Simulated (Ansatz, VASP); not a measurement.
CsPbCl3: VASP beside Ansatz

Contents of INCAR:

```
PREC = Accurate
ENCUT = 600
EDIFF = 1E-6
ISMEAR = 0
SIGMA = 0.01
LREAL = False
LASPH = True
NELM = 100
ALGO = Normal
ISIF = 3
LWAVE = False
LCHARG = False
GGA = PE
IBRION = 2
NSW = 60
EDIFFG = -0.02
```

KPOINTS

```
regular mesh
0
Gamma
  4 4 4
```

File POSCAR:

```
CsPbCl3
1.0
    5.6050000000      0.0000000000      0.0000000000
    0.0000000000      5.6050000000      0.0000000000
    0.0000000000      0.0000000000      5.6050000000
Cs Pb Cl
1 1 3
Direct
    0.0000000000      0.0000000000      0.0000000000
    0.5000000000      0.5000000000      0.5000000000
    0.5000000000      0.5000000000      0.0000000000
    0.0000000000      0.5000000000      0.5000000000
    0.5000000000      0.0000000000      0.5000000000
```

Input for Ansatz:

```yaml
crystal:
  lattice:
    - [5.605, 0.0, 0.0]
    - [0.0, 5.605, 0.0]
    - [0.0, 0.0, 5.605]
  atoms:
    - { symbol: Cs, position: [0.0, 0.0, 0.0] }
    - { symbol: Pb, position: [0.5, 0.5, 0.5] }
    - { symbol: Cl, position: [0.5, 0.5, 0.0] }
    - { symbol: Cl, position: [0.0, 0.5, 0.5] }
    - { symbol: Cl, position: [0.5, 0.0, 0.5] }
basis:
  ecutwfc: 470.0
kpoints:
  mp_grid:
    grid: [4, 4, 4]
hamiltonian:
  xc: pbe
  pseudopotentials:
    kind: paw
scf:
  convergence:
    dr2_threshold: 1.0e-10
  occupations:
    method: fixed
relax:
  f_tol: 0.02
  max_steps: 40
  cell:
    stress_tol: 0.05
```

Alike in both runs: task relaxation of cell and atoms; functional PBE; k mesh 4 × 4 × 4; no spin polarisation.

```csv
,VASP,Ansatz
version,VASP 6.6.1,Ansatz 0.2.0
potentials or method,"VASP PAW PBE potentials, release 64 (Cs_sv, Pb_d, Cl), cutoff 600 eV","plane waves, PAW"
occupations,"gaussian, width 0.01 eV",fixed
valence electrons in the cell,44,44
```

```tsv
	VASP	Ansatz	Ansatz less VASP
relaxed volume (Å³/atom)	37.83	37.83	+0.002
relaxed length of the cell vector where the two differ most in proportion (Å)	5.740	5.740	+0.0001
```

Spin-orbit coupling is off throughout.
